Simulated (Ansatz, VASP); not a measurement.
# Pb in VASP and in Ansatz

```
Pb
1.0
     0.00000    3.39387    3.39387
     3.39387    0.00000    3.39387
     3.39387    3.39387    0.00000
Pb
2
Cartesian
  0.0000 0.0000 0.0000
  1.6969 1.6969 1.6969
```

Alike in both runs: task relaxation of cell and atoms; functional r2SCAN; k mesh 12 × 12 × 12; occupations gaussian, width 0.1 eV; no spin polarisation.

|  | VASP | Ansatz |
| --- | --- | --- |
| version | VASP 6.6.1 | Ansatz 0.2.0 |
| potentials or method | VASP PAW PBE potentials, release 64 (Pb_d), cutoff 600 eV | scalar-relativistic, plane waves, PAW |
| valence electrons in the cell | 28 | 28 |

|  | VASP | Ansatz | Ansatz less VASP |
| --- | --- | --- | --- |
| gap on the k mesh at the Fermi level, each at its own relaxed structure (eV) | none | none | - |
| relaxed volume (Å³/atom) | 41.98 | 42.09 | +0.107 |
| relaxed length of the cell vector where the two differ most in proportion (Å) | 4.915 | 4.919 | +0.0042 |

VASP's potentials were made for PBE, not for r2SCAN. A gap of «none» marks a metal or a gap that the smearing closes.

Neither program's run includes spin-orbit coupling.
